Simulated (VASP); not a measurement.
# F (Fd-3m) in VASP: single point with LDA

Aim: the single point of F with LDA.

Program: VASP 6.6.1. These are calculated values, not measurements. Logs are shortened: lines on timing, memory, paths and dates and some standing lists are left out, and cuts for length are marked.

## Step 1: The cell of the first run

The structure is cubic, space group Fd-3m (No. 227). Conventional cell: a = 4.187 Å, b = 4.187 Å, c = 4.187 Å, α = 90.00°, β = 90.00°, γ = 90.00°. Within 2.4 Å of F (site symmetry -43m) lie 4 F at 1.81 Å.

## Step 2: Single point, LDA

File INCAR:

```
PREC = Accurate
ENCUT = 600
EDIFF = 1E-6
ISMEAR = -1
SIGMA = 0.05
LREAL = False
LASPH = True
NELM = 120
ALGO = Normal
ISIF = 2
LWAVE = False
LCHARG = False
NBANDS = 14
GGA_COMPAT = False
```

File KPOINTS:

```
regular mesh
0
Gamma
  14 14 14
```

File POSCAR:

```
F
1.0
    0.0000000000      2.0933648567      2.0933648567
    2.0933648567      0.0000000000      2.0933648567
    2.0933648567      2.0933648567      0.0000000000
F
2
Direct
   -0.1250000000     -0.1250000000     -0.1250000000
    0.1250000000      0.1250000000      0.1250000000
```

Potentials or basis: VASP PAW LDA potentials, release 64 (F).

On the command line:

```
$ cat potpaw_LDA.64/F/POTCAR > POTCAR
$ mpirun -np 1 vasp_std > vasp.out
```

OUTCAR:

```text
PREC = Accurate
   ENCUT = 600
   EDIFF = 1E-6
   ISMEAR = -1
   LREAL = False
   LASPH = True
   NELM = 120
   ISIF = 2

 ion  position               nearest neighbor table
   1  0.875  0.875  0.875-   2 1.81   2 1.81   2 1.81   2 1.81
   2  0.125  0.125  0.125-   1 1.81   1 1.81   1 1.81   1 1.81

  LATTYP: Found a face centered cubic cell.
 ALAT       =     4.1867297134

  Lattice vectors:

 A1 = (   0.0000000000,   2.0933648567,   2.0933648567)
 A2 = (   2.0933648567,   0.0000000000,   2.0933648567)
 A3 = (   2.0933648567,   2.0933648567,   0.0000000000)

Analysis of symmetry for initial positions (statically):
=====================================================================
 Subroutine PRICEL returns:
 Original cell was already a primitive cell.

 Routine SETGRP: Setting up the symmetry group for a
 face centered cubic supercell.

 Subroutine GETGRP returns: Found 48 space group operations
 (whereof 12 operations were pure point group operations)
 out of a pool of 48 trial point group operations.

The static configuration has the point symmetry D_3d.
 The point group associated with its full space group is O_h .

Analysis of symmetry for dynamics (positions and initial velocities):
=====================================================================
 Subroutine PRICEL returns:
 Original cell was already a primitive cell.

 Routine SETGRP: Setting up the symmetry group for a
 face centered cubic supercell.

 Subroutine GETGRP returns: Found 48 space group operations
 (whereof 12 operations were pure point group operations)
 out of a pool of 48 trial point group operations.

The dynamic configuration has the point symmetry D_3d.
 The point group associated with its full space group is O_h .

 Subroutine INISYM returns: Found 48 space group operations
 (whereof 12 operations are pure point group operations),
 and found     1 'primitive' translations

----------------------------------------------------------------------------------------

                                     Primitive cell

  volume of cell :      18.3470

  direct lattice vectors                    reciprocal lattice vectors
     0.000000000  2.093364857  2.093364857    -0.238849906  0.238849906  0.238849906
     2.093364857  0.000000000  2.093364857     0.238849906 -0.238849906  0.238849906
     2.093364857  2.093364857  0.000000000     0.238849906  0.238849906 -0.238849906

  length of vectors
[... 77 lines left out ...]
   LNONCOLLINEAR =      F non collinear calculations
   LSORBIT =      F    spin-orbit coupling
   LASPH  =      T    aspherical Exc in radial PAW
   ENCUT  =  600.0 eV  44.10 Ry    6.64 a.u.   5.91  5.91  5.91*2*pi/ulx,y,z
   NELM   =    120;   NELMIN=  2; NELMDL= -5     # of ELM steps
   EDIFF  = 0.1E-05   stopping-criterion for ELM
   LREAL  =      F    real-space projection
[... 7 lines left out ...]
   TEBEG  =    0.0;   TEEND  =   0.0 temperature during run
   PSTRESS=    0.0 pullay stress
   NELECT =      14.0000    total number of electrons
   NUPDOWN=      -1.0000    fix difference up-down
   EMIN   =  10.00;   EMAX   =-10.00  energy-range for DOS
   EFERMI =   0.00;   METHOD = LEGACY
   ISMEAR =    -1;   SIGMA  =   0.05  broadening in eV -4-tet -1-fermi 0-gaus
   EFERMI_NEDOS =   21; number of points for ismear=-14 and -15
   IALGO  =     38    algorithm
   IMIX   =      4    mixing-type and parameters
     AMIX     =   0.40;   BMIX     =  1.00
     AMIX_MAG =   1.60;   BMIX_MAG =  1.00
  volume/ion in A,a.u.               =       9.17        61.91
  Fermi-wavevector in a.u.,A,eV,Ry     =   1.495992  2.827015 30.449727  2.237992
  Thomas-Fermi vector in A             =   2.608066
   LORBIT       =      0    0 simple, 1 ext, 2 COOP (PROOUT), +10 PAW based schemes
   GGA     = CA    functional components
   LHFCALC =     F    Hartree Fock is set to
   AEXX    =    0.0000 exact exchange contribution
   IVDW    =     0    specifies the selected vdW correction
   LEPSILON=     F    determine dielectric tensor
   LRPA    =     F    only Hartree local field effects (RPA)
 non-spin polarized calculation
  energy-cutoff  :      600.00
  volume of cell :       18.35
 maximum number of plane-waves:       624
   NGX = 11   NGY = 11   NGZ = 11

 number of electron      14.0000018 magnetization

 Free energy of the ion-electron system (eV)
  ---------------------------------------------------
  ext. energy  EPLUGINS =         0.00000000
  ---------------------------------------------------
  free energy    TOTEN  =        -2.04718138 eV

  energy without entropy =       -2.02069396  energy(sigma->0) =       -2.03393767

 E-fermi :  -0.7490     XC(G=0): -11.1995

 val. band max:       -0.7570838953   @ k =   0.4286   0.2857   0.1429
 cond. band min:      -0.7215973084   @ k =  -0.4286   0.2857   0.0714
 fundamental gap:      0.0354865869
 Fermi energy:        -0.7489802975

 k-point     1 :       0.0000    0.0000    0.0000
  band No.  band energies     occupation
      1     -26.1197      2.00000
      2     -19.0502      2.00000
      3      -5.4231      2.00000
      4      -5.4231      2.00000
      5      -5.4231      2.00000
      6      -2.3149      2.00000
      7      -2.3149      2.00000
      8      -2.3149      2.00000
      9       9.1512      0.00000
     10      25.7368      0.00000
     11      25.7368      0.00000
     12      25.7368      0.00000
     13      26.9539      0.00000
     14      26.9539      0.00000
[... 377 lines left out ...]
      1     -25.3281      2.00000
      2     -20.1822      2.00000
      3      -6.5811      2.00000
      4      -6.3416      2.00000
      5      -5.1161      2.00000
      6      -2.6469      2.00000
      7      -1.3323      1.99998
      8      -1.2566      1.99992
      9      11.2703      0.00000
     10      18.5965      0.00000
     11      23.6320      0.00000
     12      24.0980      0.00000
     13      28.5080      0.00000
     14      29.5876      0.00000

 [... further k-points ...]
[... 5 lines left out ...]
  --------------------------------------------------------------------------------------
  -------------------------------------------------------------------------------------
  Total        4.8880515      4.8880515      4.8880515     -0.0000000      0.0000000      0.0000000
  in kB      426.8561820    426.8561820    426.8561820     -0.0000000      0.0000000      0.0000000
  external PRESSURE =     426.8561820 kB  Pullay stress =       0.0000000 kB

 VOLUME and BASIS-vectors are now :
 -----------------------------------------------------------------------------
  energy-cutoff  :      600.00
  volume of cell :       18.35
      direct lattice vectors                 reciprocal lattice vectors
     0.000000000  2.093364857  2.093364857    -0.238849906  0.238849906  0.238849906
     2.093364857  0.000000000  2.093364857     0.238849906 -0.238849906  0.238849906
     2.093364857  2.093364857  0.000000000     0.238849906  0.238849906 -0.238849906

 POSITION                                       TOTAL-FORCE (eV/Angst)
 -----------------------------------------------------------------------------------
      3.66339      3.66339      3.66339         0.000000     -0.000000      0.000000
      0.52334      0.52334      0.52334        -0.000000      0.000000     -0.000000
 -----------------------------------------------------------------------------------
    total drift:                                0.000000      0.000000      0.000000

  FREE ENERGIE OF THE ION-ELECTRON SYSTEM (eV)
  ---------------------------------------------------
  free  energy   TOTEN  =        -2.0471813841 eV

  energy  without entropy=       -2.0206939581  energy(sigma->0) =       -2.03393767
```

Wall time 25 s (1 thread of Intel Xeon 8259CL, shared host); peak memory 0.13 GiB.

What came out:

| Quantity | Value |
| --- | --- |
| Free energy | -2.0472 eV |
| Pressure | 42.7 GPa |
| Band gap on the k mesh | zero (band 7 reaches -0.19 eV, above the bottom of band 8 at -2.31 eV) |
